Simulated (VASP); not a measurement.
Wanted: the native input for a VASP 6.6.1 run.

- Task: relaxation of cell and atoms
- Functional: PBE
- Potentials or basis: VASP PAW PBE potentials, release 64 (Hf_pv, Pb_d, O)
- Cutoff: 600 eV
- k mesh: 12 × 12 × 12
- Occupations: gaussian, width 0.1 eV
- Spin: no spin polarisation
- Dipole correction: no
- Further INCAR settings: ALGO = Normal; EDIFF = 1e-07; IBRION = 2; EDIFFG = -0.01; NSW = 100; ISIF = 3

The structure of Hf2PbO3 lies in POSCAR:

```
Hf2PbO3
1.0
    5.5787541340      0.0000000000      0.0000000000
   -2.7893770670      4.8313428015      0.0000000000
    0.0000000000      0.0000000000      3.0846684909
Hf Pb O
2 1 3
Direct
    0.3333333333      0.6666666667      0.0000000000
    0.6666666667      0.3333333333      0.0000000000
    0.0000000000      0.0000000000      0.0000000000
    0.5000000000      0.0000000000      0.5000000000
    0.5000000000      0.5000000000      0.5000000000
    0.0000000000      0.5000000000      0.5000000000
```

One way to write it, as run:

INCAR

```
PREC = Accurate ; ENCUT = 600
EDIFF = 1E-7 ; ISMEAR = 0
SIGMA = 0.1 ; LREAL = False
LASPH = True ; NELM = 100
ALGO = Normal ; ISIF = 3
LWAVE = False ; LCHARG = False
GGA = PE ; IBRION = 2
NSW = 100 ; EDIFFG = -0.01
```

KPOINTS

```
regular mesh
0
Gamma
  12 12 12
```

Potentials or basis: VASP PAW PBE potentials, release 64 (Hf_pv, Pb_d, O).

Launch:

```sh
$ cat potpaw_PBE.64/Hf_pv/POTCAR potpaw_PBE.64/Pb_d/POTCAR potpaw_PBE.64/O/POTCAR > POTCAR
$ mpirun -np 1 vasp_std > vasp.out
```

It gave:

The relaxed volume is 13.70 Å³/atom and the relaxed cell is a = 5.563 Å, b = 5.563 Å, c = 3.067 Å, α = 90.00°, β = 90.00°, γ = 120.00°. The space group after relaxing (to 0.05 Å) is P6/mmm (No. 191) and the energy gained by relaxing is 1.1 meV/atom. The ionic steps are 3. The pressure after relaxing is 0.0 GPa. The band gap on the k mesh is zero (band 26 reaches 8.61 eV, above the bottom of band 27 at 5.99 eV).

Caveat: spin-orbit coupling is left out, which moves the levels of the heavy elements.

Run time: 9.6 min on 1 thread of Intel(R) Xeon(R) 6975P-C (Granite Rapids), on a shared host, peak memory 0.53 GiB.
